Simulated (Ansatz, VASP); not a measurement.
# Two plane-wave programs on Fe

```
CELL_PARAMETERS angstrom
0.00000 1.79750 1.79750
1.79750 0.00000 1.79750
1.79750 1.79750 0.00000
ATOMIC_POSITIONS crystal
Fe 0.00000 0.00000 0.00000
```

Alike in both runs: task single point; functional PBE; k mesh 13 × 13 × 13; occupations fermi-dirac, width 0.05 eV; no spin polarisation.

|  | VASP | Ansatz |
| --- | --- | --- |
| version | VASP 6.6.1 | Ansatz 0.2.0 |
| potentials or method | VASP PAW PBE potentials, release 64 (Fe), cutoff 520 eV | PAW, plane waves, scalar-relativistic |
| valence electrons in the cell | 8 | 16 |

```csv
,VASP,Ansatz,Ansatz less VASP
pressure (GPa),-26.6,-26.6,+0.06
```

The functional is the same, so the differences come from potentials, cutoffs and numerics. VASP's potentials hold 8 valence electrons a cell and Ansatz's 16, so a difference there can come from the potentials and not from the codes.
